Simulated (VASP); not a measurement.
A run of VASP 6.6.1 is set up as follows.

INCAR

```
ALGO     = Normal         # electronic algorithm
EDIFF    = 1E-6           # SCF threshold, eV
ENCUT    = 500            # plane-wave cutoff, eV
GGA      = CA             # functional
GGA_COMPAT= F            
ISIF     = 2              # what is computed and relaxed
ISMEAR   = -1             # smearing method
LASPH    = T              # aspherical terms in the spheres
LCHARG   = F              # write CHGCAR
LREAL    = F              # projectors in reciprocal space
LWAVE    = F              # write WAVECAR
NBANDS   = 12             # bands
NELM     = 120            # most SCF steps
PREC     = Accurate       # precision mode
SIGMA    = 0.02           # smearing width, eV
```

The input KPOINTS:

```
k-points
0
Gamma
  6 6 6
```

File POSCAR:

```
As
1.0
    1.8814714606      1.0862682133      3.3528982171
   -1.8814714606      1.0862682133      3.3528982171
    0.0000000000     -2.1725359495      3.3528983717
As
2
Direct
    0.7708282805      0.7708282805      0.7708282805
    0.2291717195      0.2291717195      0.2291717195
```

Potentials or basis: VASP PAW LDA potentials, release 64 (As).

Run with:

```console
$ cat potpaw_LDA.64/As/POTCAR > POTCAR
$ mpirun -np 1 vasp_std > vasp.out
```

(1) What does it give for the pressure?

(2) Predict the largest force.

(3) Predict the band gap on the k mesh.

## Answers

(1) 0.4 GPa.

(2) 0.059 eV/Å.

(3) zero (band 5 reaches 5.99 eV, above the bottom of band 6 at 5.64 eV).
